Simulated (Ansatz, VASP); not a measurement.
## One calculation of IrS, two programs

Contents of INCAR:

```
PREC     = Accurate       # precision mode
ENCUT    = 520            # plane-wave cutoff, eV
EDIFF    = 1E-6           # SCF threshold, eV
ISMEAR   = 0              # smearing method
SIGMA    = 0.05           # smearing width, eV
LREAL    = F              # projectors in reciprocal space
LASPH    = T              # aspherical terms in the spheres
NELM     = 100            # most SCF steps
ALGO     = Normal         # electronic algorithm
ISIF     = 2              # what is computed and relaxed
LWAVE    = F              # write WAVECAR
LCHARG   = F              # write CHGCAR
GGA      = PS             # functional
NBANDS   = 14             # bands
```

Contents of KPOINTS:

```
regular mesh
0
Gamma
  10 10 10
```

Contents of POSCAR:

```
IrS
1.0
    0.0000000000      2.4552696791      2.4552696791
    2.4552696791      0.0000000000      2.4552696791
    2.4552696791      2.4552696791      0.0000000000
Ir S
1 1
Direct
    0.5000000000      0.5000000000      0.5000000000
    0.0000000000      0.0000000000      0.0000000000
```

Input for Ansatz:

```yaml
crystal:
  lattice:
    - [0.0, 2.4552696791, 2.4552696791]
    - [2.4552696791, 0.0, 2.4552696791]
    - [2.4552696791, 2.4552696791, 0.0]
  atoms:
    - { symbol: Ir, position: [0.5, 0.5, 0.5] }
    - { symbol: S, position: [0.0, 0.0, 0.0] }
basis:
  ecutwfc: 420
  ecutrho_ratio: 4
kpoints:
  mp_grid: { grid: [10, 10, 10] }
hamiltonian:
  xc: pbesol
scf:
  occupations: { method: gaussian, width: 0.05 }
output:
  forces: true
  stress: true
  eigenvalues: true
```

Alike in both runs: task single point; functional PBEsol; k mesh 10 × 10 × 10; occupations gaussian, width 0.05 eV; no spin polarisation.

```csv
,VASP,Ansatz
version,VASP 6.6.1,Ansatz 0.2.0
potentials or method,"VASP PAW PBE potentials, release 64 (Ir, S), cutoff 520 eV","scalar-relativistic, plane waves, PAW"
valence electrons in the cell,15,23
```

VASP gave:

- gap on the k mesh at the Fermi level (eV): none
- pressure (GPa): -3.0

**Question.** Which values does Ansatz return?

**Answer.** gap on the k mesh at the Fermi level (eV): none; pressure (GPa): -4.0.

VASP's potentials were made for PBE, not for PBEsol. A gap of «none» marks a metal or a gap that the smearing closes. The functional is the same, so the differences come from potentials, cutoffs and numerics. VASP's potentials hold 15 valence electrons a cell and Ansatz's 23, so a difference there can come from the potentials and not from the codes.

Spin-orbit coupling is off throughout.
